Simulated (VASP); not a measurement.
# NaI (Fm-3m) in VASP: further runs, part 2 of 2

VASP 6.6.1.

## 3. Single point, r2SCAN (35.83 Å³/atom)

This run uses another cell than the first one, of 35.83 Å³/atom.

File POSCAR:

```
NaI
1.0
    0.0000000000      3.2968067359      3.2968067359
    3.2968067359      0.0000000000      3.2968067359
    3.2968067359      3.2968067359      0.0000000000
Na I
1 1
Direct
    0.0000000000      0.0000000000      0.0000000000
    0.5000000000      0.5000000000      0.5000000000
```

File INCAR.step1:

```
ALGO     = Normal         # electronic algorithm
EDIFF    = 1E-4           # SCF threshold, eV
ENCUT    = 520            # plane-wave cutoff, eV
GGA      = PE             # functional
ISMEAR   = 0              # smearing method
LASPH    = True           # aspherical terms in the spheres
LCHARG   = False          # write CHGCAR
LREAL    = False          # projectors in reciprocal space
LWAVE    = True           # write WAVECAR
NBANDS   = 14             # bands
NELM     = 60             # most SCF steps
PREC     = Accurate       # precision mode
SIGMA    = 0.02           # smearing width, eV
```

File INCAR.step2:

```
ALGO     = Normal         # electronic algorithm
EDIFF    = 1E-6           # SCF threshold, eV
ENCUT    = 520            # plane-wave cutoff, eV
ISIF     = 2              # what is computed and relaxed
ISMEAR   = 0              # smearing method
ISTART   = 1            
LASPH    = True           # aspherical terms in the spheres
LCHARG   = False          # write CHGCAR
LMIXTAU  = True         
LREAL    = False          # projectors in reciprocal space
LWAVE    = False          # write WAVECAR
METAGGA  = R2SCAN         # meta-GGA
NBANDS   = 14             # bands
NELM     = 60             # most SCF steps
PREC     = Accurate       # precision mode
SIGMA    = 0.02           # smearing width, eV
```

File KPOINTS:

```
k-points
0
Gamma
  6 6 6
```

Potentials or basis: VASP PAW PBE potentials, release 64 (Na_pv, I).

Launch:

```bash
$ cat potpaw_PBE.64/Na_pv/POTCAR potpaw_PBE.64/I/POTCAR > POTCAR
$ cp INCAR.step1 INCAR
$ mpirun -np 1 vasp_std > vasp.out
$ cp INCAR.step2 INCAR
$ mpirun -np 1 vasp_std > vasp.out
```

OUTCAR:

```text
EDIFF = 1E-6
   ENCUT = 520
   ISIF = 2
   ISMEAR = 0
   ISTART = 1
   LASPH = True
   LREAL = False
   METAGGA = R2SCAN
   NELM = 60
   PREC = Accurate

 ion  position               nearest neighbor table
   1  0.000  0.000  0.000-
   2  0.500  0.500  0.500-

  LATTYP: Found a face centered cubic cell.
 ALAT       =     6.5936134718

  Lattice vectors:

 A1 = (   0.0000000000,   3.2968067359,   3.2968067359)
 A2 = (   3.2968067359,   0.0000000000,   3.2968067359)
 A3 = (   3.2968067359,   3.2968067359,   0.0000000000)

Analysis of symmetry for initial positions (statically):
=====================================================================
 Subroutine PRICEL returns:
 Original cell was already a primitive cell.

 Routine SETGRP: Setting up the symmetry group for a
 face centered cubic supercell.

 Subroutine GETGRP returns: Found 48 space group operations
 (whereof 48 operations were pure point group operations)
 out of a pool of 48 trial point group operations.

The static configuration has the point symmetry O_h .

Analysis of symmetry for dynamics (positions and initial velocities):
=====================================================================
 Subroutine PRICEL returns:
 Original cell was already a primitive cell.

 Routine SETGRP: Setting up the symmetry group for a
 face centered cubic supercell.

 Subroutine GETGRP returns: Found 48 space group operations
 (whereof 48 operations were pure point group operations)
 out of a pool of 48 trial point group operations.

The dynamic configuration has the point symmetry O_h .

 Subroutine INISYM returns: Found 48 space group operations
 (whereof 48 operations are pure point group operations),
 and found     1 'primitive' translations

----------------------------------------------------------------------------------------

                                     Primitive cell

  volume of cell :      71.6656

  direct lattice vectors                    reciprocal lattice vectors
     0.000000000  3.296806736  3.296806736    -0.151661908  0.151661908  0.151661908
     3.296806736  0.000000000  3.296806736     0.151661908 -0.151661908  0.151661908
     3.296806736  3.296806736  0.000000000     0.151661908  0.151661908 -0.151661908

  length of vectors
     4.662388798  4.662388798  4.662388798     0.262686130  0.262686130  0.262686130

  position of ions in fractional coordinates (direct lattice)
     0.000000000  0.000000000  0.000000000
     0.500000000  0.500000000  0.500000000

  ion indices of the primitive-cell ions
   primitive index   ion index
                 1           1
                 2           2

----------------------------------------------------------------------------------------

 KPOINTS: k-points

Automatic generation of k-mesh.
 Grid dimensions read from file:
 generate k-points for:    6    6    6

 Generating k-lattice:

  Cartesian coordinates                     Fractional coordinates (reciprocal lattice)
    -0.025276985  0.025276985  0.025276985     0.166666667  0.000000000  0.000000000
     0.025276985 -0.025276985  0.025276985     0.000000000  0.166666667  0.000000000
     0.025276985  0.025276985 -0.025276985     0.000000000  0.000000000  0.166666667

  Length of vectors
     0.043781022  0.043781022  0.043781022

  Shift w.r.t. Gamma in fractional coordinates (k-lattice)
     0.000000000  0.000000000  0.000000000

 Subroutine IBZKPT returns following result:
 ===========================================

 Found     16 irreducible k-points:

 Following reciprocal coordinates:
            Coordinates               Weight
  0.000000  0.000000  0.000000      1.000000
  0.166667  0.000000  0.000000      8.000000
  0.333333  0.000000  0.000000      8.000000
  0.500000  0.000000  0.000000      4.000000
  0.166667  0.166667  0.000000      6.000000
  0.333333  0.166667  0.000000     24.000000
[... 8 lines left out ...]
 -0.333333  0.333333  0.166667     24.000000
 -0.333333  0.500000  0.166667     12.000000
   k-points           NKPTS =     16   k-points in BZ     NKDIM =     16   number of bands    NBANDS=     14
   number of dos      NEDOS =    301   number of ions     NIONS =      2
   total plane-waves  NPLWV =  46656
   dimension x,y,z NGX =    36 NGY =   36 NGZ =   36
   dimension x,y,z NGXF=    72 NGYF=   72 NGZF=   72
   ions per type =               1   1
   NGX,Y,Z   is equivalent  to a cutoff of  12.84, 12.84, 12.84 a.u.
   NGXF,Y,Z  is equivalent  to a cutoff of  25.67, 25.67, 25.67 a.u.
 SYSTEM =  unknown system
   PREC   = accura    normal or accurate (medium, high low for compatibility)
   ISTART =      1    job   : 0-new  1-cont  2-samecut
   ICHARG =      0    charge: 1-file 2-atom 10-const
   ISPIN  =      1    spin polarized calculation?
   LNONCOLLINEAR =      F non collinear calculations
   LSORBIT =      F    spin-orbit coupling
   LASPH  =      T    aspherical Exc in radial PAW
   ENCUT  =  520.0 eV  38.22 Ry    6.18 a.u.   8.67  8.67  8.67*2*pi/ulx,y,z
   NELM   =     60;   NELMIN=  2; NELMDL=  0     # of ELM steps
   EDIFF  = 0.1E-05   stopping-criterion for ELM
   LREAL  =      F    real-space projection
   EDIFFG = 0.1E-04   stopping-criterion for IOM
   NSW    =      0    number of steps for IOM
   IBRION =     -1    ionic relax: 0-MD 1-quasi-New 2-CG
   NFREE  =      0    steps in history (QN), initial steepest desc. (CG)
   ISIF   =      2    stress and relaxation
   ISYM   =      2    0-nonsym 1-usesym 2-fastsym
   POTIM  = 0.5000    time-step for ionic-motion
   TEBEG  =    0.0;   TEEND  =   0.0 temperature during run
   PSTRESS=    0.0 pullay stress
   NELECT =      14.0000    total number of electrons
   NUPDOWN=      -1.0000    fix difference up-down
   EMIN   =  10.00;   EMAX   =-10.00  energy-range for DOS
   EFERMI =   0.00;   METHOD = LEGACY
   ISMEAR =     0;   SIGMA  =   0.02  broadening in eV -4-tet -1-fermi 0-gaus
   EFERMI_NEDOS =   21; number of points for ismear=-14 and -15
   IALGO  =     38    algorithm
   IMIX   =      4    mixing-type and parameters
     AMIX     =   0.40;   BMIX     =  1.00
     AMIX_MAG =   1.60;   BMIX_MAG =  1.00
  volume/ion in A,a.u.               =      35.83       241.81
  Fermi-wavevector in a.u.,A,eV,Ry     =   0.949906  1.795062 12.276831  0.902322
  Thomas-Fermi vector in A             =   2.078233
   LORBIT       =      0    0 simple, 1 ext, 2 COOP (PROOUT), +10 PAW based schemes
   METAGGA = R2SCAN    functional components
   LHFCALC =     F    Hartree Fock is set to
   AEXX    =    0.0000 exact exchange contribution
   IVDW    =     0    specifies the selected vdW correction
   LEPSILON=     F    determine dielectric tensor
   LRPA    =     F    only Hartree local field effects (RPA)
 non-spin polarized calculation
 Gauss-broadening in eV      SIGMA  =   0.02
  energy-cutoff  :      520.00
  volume of cell :       71.67
 maximum number of plane-waves:      1964
 NGX is ok and might be reduce to    36
   NGX = 17   NGY = 17   NGZ = 17

 number of electron      14.0000003 magnetization

 Free energy of the ion-electron system (eV)
  ---------------------------------------------------
  ext. energy  EPLUGINS =         0.00000000
  ---------------------------------------------------
  free energy    TOTEN  =       -31.07111912 eV

  energy without entropy =      -31.07111912  energy(sigma->0) =      -31.07111912

 E-fermi :   0.2509     XC(G=0):  -7.8332

 val. band max:        0.1080541749   @ k =   0.0000   0.0000   0.0000
 cond. band min:       4.3843787385   @ k =   0.0000   0.0000   0.0000
 fundamental gap:      4.2763245636
 Fermi energy:         0.2509372254

 k-point     1 :       0.0000    0.0000    0.0000
  band No.  band energies     occupation
      1     -23.2086      2.00000
      2     -23.2085      2.00000
      3     -23.2085      2.00000
      4     -11.0988      2.00000
      5       0.1080      2.00000
      6       0.1081      2.00000
      7       0.1081      2.00000
      8       4.3844      0.00000
      9       8.5784      0.00000
     10       8.5785      0.00000
     11       8.5785      0.00000
     12      10.3450      0.00000
     13      10.3450      0.00000
     14      11.1537      0.00000
[... 241 lines left out ...]
      1     -23.2109      2.00000
      2     -23.2101      2.00000
      3     -23.2098      2.00000
      4     -10.7397      2.00000
      5      -1.4299      2.00000
      6      -0.9049      2.00000
      7      -0.6915      2.00000
      8       6.1081      0.00000
      9       7.1281      0.00000
     10       9.1515      0.00000
     11       9.3138      0.00000
     12      12.3525      0.00000
     13      13.1640      0.00000
     14      13.1813      0.00000

------------------------ aborting loop because EDIFF is reached ----------------------------------------

  FORCE on cell =-STRESS in cart. coord.  units (eV):
  Direction    XX          YY          ZZ          XY          YZ          ZX
  --------------------------------------------------------------------------------------
  -------------------------------------------------------------------------------------
  Total       -0.4317852     -0.4317852     -0.4317852      0.0000000      0.0000000     -0.0000000
  in kB       -9.6531240     -9.6531240     -9.6531240      0.0000000      0.0000000     -0.0000000
  external PRESSURE =      -9.6531240 kB  Pullay stress =       0.0000000 kB

 VOLUME and BASIS-vectors are now :
 -----------------------------------------------------------------------------
  energy-cutoff  :      520.00
  volume of cell :       71.67
      direct lattice vectors                 reciprocal lattice vectors
     0.000000000  3.296806736  3.296806736    -0.151661908  0.151661908  0.151661908
     3.296806736  0.000000000  3.296806736     0.151661908 -0.151661908  0.151661908
     3.296806736  3.296806736  0.000000000     0.151661908  0.151661908 -0.151661908

 POSITION                                       TOTAL-FORCE (eV/Angst)
 -----------------------------------------------------------------------------------
      0.00000      0.00000      0.00000        -0.000000      0.000000     -0.000000
      3.29681      3.29681      3.29681         0.000000     -0.000000      0.000000
 -----------------------------------------------------------------------------------
    total drift:                                0.000000      0.000000      0.000000

  FREE ENERGIE OF THE ION-ELECTRON SYSTEM (eV)
  ---------------------------------------------------
  free  energy   TOTEN  =       -31.0711191232 eV

  energy  without entropy=      -31.0711191232  energy(sigma->0) =      -31.07111912
```

It took 3 min on 1 thread of AMD EPYC 7R13, shared host; peak memory 0.18 GiB.

What came out:

| Quantity | Value |
| --- | --- |
| Free energy | -31.0711 eV |
| Pressure | -1.0 GPa |
| Band gap on the k mesh | 4.28 eV |

Caveat: the PAW data sets were made with another functional, which shifts forces and pressure a little; spin-orbit coupling is left out, which moves the levels of the heavy elements. r2SCAN opens gaps a little over a GGA but as a rule still falls short of measured ones.

## 4. Single point, r2SCAN (37.18 Å³/atom)

This run uses another cell than the first one, of 37.18 Å³/atom.

File POSCAR:

```
NaI
1.0
    0.0000000000      3.3377650449      3.3377650449
    3.3377650449      0.0000000000      3.3377650449
    3.3377650449      3.3377650449      0.0000000000
Na I
1 1
Direct
    0.0000000000      0.0000000000      0.0000000000
    0.5000000000      0.5000000000      0.5000000000
```

File INCAR.step1:

```
SYSTEM = NaI
ALGO = Normal
EDIFF = 1E-4
ENCUT = 520
GGA = PE
ISMEAR = 0
LASPH = .TRUE.
LCHARG = .FALSE.
LREAL = .FALSE.
LWAVE = .TRUE.
NBANDS = 14
NELM = 100
PREC = Accurate
SIGMA = 0.02
```

File INCAR.step2:

```
SYSTEM = NaI
ALGO = Normal
EDIFF = 1E-7
ENCUT = 520
ISIF = 2
ISMEAR = 0
ISTART = 1
LASPH = .TRUE.
LCHARG = .FALSE.
LMIXTAU = .TRUE.
LREAL = .FALSE.
LWAVE = .FALSE.
METAGGA = R2SCAN
NBANDS = 14
NELM = 100
PREC = Accurate
SIGMA = 0.02
```

File KPOINTS:

```
k-points
0
G
  6 6 6
  0 0 0
```

Potentials or basis: VASP PAW PBE potentials, release 64 (Na_pv, I).

Launch:

```bash
$ cat potpaw_PBE.64/Na_pv/POTCAR potpaw_PBE.64/I/POTCAR > POTCAR
$ cp INCAR.step1 INCAR
$ mpirun -np 1 vasp_std > vasp.out
$ cp INCAR.step2 INCAR
$ mpirun -np 1 vasp_std > vasp.out
```

OUTCAR:

```text
SYSTEM = NaI
   EDIFF = 1E-7
   ENCUT = 520
   ISIF = 2
   ISMEAR = 0
   ISTART = 1
   LASPH = .TRUE.
   LREAL = .FALSE.
   METAGGA = R2SCAN
   NELM = 100
   PREC = Accurate

 ion  position               nearest neighbor table
   1  0.000  0.000  0.000-
   2  0.500  0.500  0.500-

  LATTYP: Found a face centered cubic cell.
 ALAT       =     6.6755300898

  Lattice vectors:

 A1 = (   0.0000000000,   3.3377650449,   3.3377650449)
 A2 = (   3.3377650449,   0.0000000000,   3.3377650449)
 A3 = (   3.3377650449,   3.3377650449,   0.0000000000)

Analysis of symmetry for initial positions (statically):
=====================================================================
 Subroutine PRICEL returns:
 Original cell was already a primitive cell.

 Routine SETGRP: Setting up the symmetry group for a
 face centered cubic supercell.

 Subroutine GETGRP returns: Found 48 space group operations
 (whereof 48 operations were pure point group operations)
 out of a pool of 48 trial point group operations.

[... 163 lines left out ...]
      2     -23.4934      2.00000
      3     -23.4934      2.00000
      4     -11.2479      2.00000
      5      -0.1250      2.00000
      6      -0.1250      2.00000
      7      -0.1250      2.00000
      8       4.0516      0.00000
      9       8.3381      0.00000
     10       8.3381      0.00000
     11       8.3381      0.00000
     12      10.0500      0.00000
     13      10.0500      0.00000
     14      10.8676      0.00000
[... 241 lines left out ...]
      1     -23.4954      2.00000
      2     -23.4948      2.00000
      3     -23.4945      2.00000
      4     -10.9269      2.00000
      5      -1.5648      2.00000
      6      -1.0705      2.00000
      7      -0.8708      2.00000
      8       5.8118      0.00000
      9       6.8957      0.00000
     10       8.7926      0.00000
     11       8.9601      0.00000
     12      11.8942      0.00000
     13      12.7338      0.00000
     14      12.7346      0.00000

------------------------ aborting loop because EDIFF is reached ----------------------------------------

  FORCE on cell =-STRESS in cart. coord.  units (eV):
  Direction    XX          YY          ZZ          XY          YZ          ZX
  --------------------------------------------------------------------------------------
  -------------------------------------------------------------------------------------
  Total       -0.6425631     -0.6425631     -0.6425631      0.0000000     -0.0000000      0.0000000
  in kB      -13.8429637    -13.8429637    -13.8429637      0.0000000     -0.0000000      0.0000000
  external PRESSURE =     -13.8429637 kB  Pullay stress =       0.0000000 kB

 VOLUME and BASIS-vectors are now :
 -----------------------------------------------------------------------------
  energy-cutoff  :      520.00
  volume of cell :       74.37
      direct lattice vectors                 reciprocal lattice vectors
     0.000000000  3.337765045  3.337765045    -0.149800838  0.149800838  0.149800838
     3.337765045  0.000000000  3.337765045     0.149800838 -0.149800838  0.149800838
     3.337765045  3.337765045  0.000000000     0.149800838  0.149800838 -0.149800838

 POSITION                                       TOTAL-FORCE (eV/Angst)
 -----------------------------------------------------------------------------------
      0.00000      0.00000      0.00000         0.000000      0.000000     -0.000000
      3.33777      3.33777      3.33777        -0.000000     -0.000000      0.000000
 -----------------------------------------------------------------------------------
    total drift:                                0.000000      0.000000      0.000000

  FREE ENERGIE OF THE ION-ELECTRON SYSTEM (eV)
  ---------------------------------------------------
  free  energy   TOTEN  =       -31.0508719927 eV

  energy  without entropy=      -31.0508719927  energy(sigma->0) =      -31.05087199
```

OSZICAR.step1:

```text
N       E                     dE             d eps       ncg     rms          rms(c)
DAV:   1     0.817654447849E+02    0.81765E+02   -0.62935E+03   448   0.852E+02
DAV:   2     0.821054199912E+00   -0.80944E+02   -0.74963E+02   478   0.221E+02
DAV:   3    -0.530768465092E+01   -0.61287E+01   -0.60892E+01   568   0.598E+01
DAV:   4    -0.545458864260E+01   -0.14690E+00   -0.14687E+00   568   0.940E+00
DAV:   5    -0.545790666210E+01   -0.33180E-02   -0.33180E-02   568   0.134E+00    0.156E+00
DAV:   6    -0.538283379030E+01    0.75073E-01   -0.88138E-02   562   0.165E+00    0.105E+00
DAV:   7    -0.537173293835E+01    0.11101E-01   -0.75257E-02   544   0.135E+00    0.624E-01
DAV:   8    -0.537428764651E+01   -0.25547E-02   -0.65330E-03   514   0.615E-01    0.182E-01
DAV:   9    -0.537423455129E+01    0.53095E-04   -0.21118E-04   532   0.121E-01
   1 F= -.53742346E+01 E0= -.53742346E+01  d E =-.210072E-17
```

Run time: 3.7 min. Hardware: 1 thread of AMD EPYC 7R13, shared host; peak memory 0.19 GiB.

What came out:

* Free energy: -31.0509 eV
* Pressure: -1.4 GPa
* Band gap on the k mesh: 4.18 eV

Caveat: the PAW data sets were made with another functional, which shifts forces and pressure a little; spin-orbit coupling is left out, which moves the levels of the heavy elements. r2SCAN opens gaps a little over a GGA but as a rule still falls short of measured ones.

## 5. Summary

| cell | gap on the mesh (eV) | pressure (GPa) |
| --- | --- | --- |
| a = 4.618 Å, angles 60.0°, 2 atoms | 4.36 | -0.6 |
| a = 4.662 Å, angles 60.0°, 2 atoms | 4.28 | -1.0 |
| a = 4.720 Å, angles 60.0°, 2 atoms | 4.18 | -1.4 |

Alike in all rows: task single point; level r2SCAN; potentials or basis VASP PAW PBE potentials, release 64 (Na_pv, I); no spin polarisation; k mesh 6 × 6 × 6; cutoff (eV) 520; smearing gaussian 0.02 eV.

Caveats: the PAW data sets were made with another functional, which shifts forces and pressure a little; spin-orbit coupling is left out, which moves the levels of the heavy elements.

Absolute energies hang on the potentials; compare differences alone.
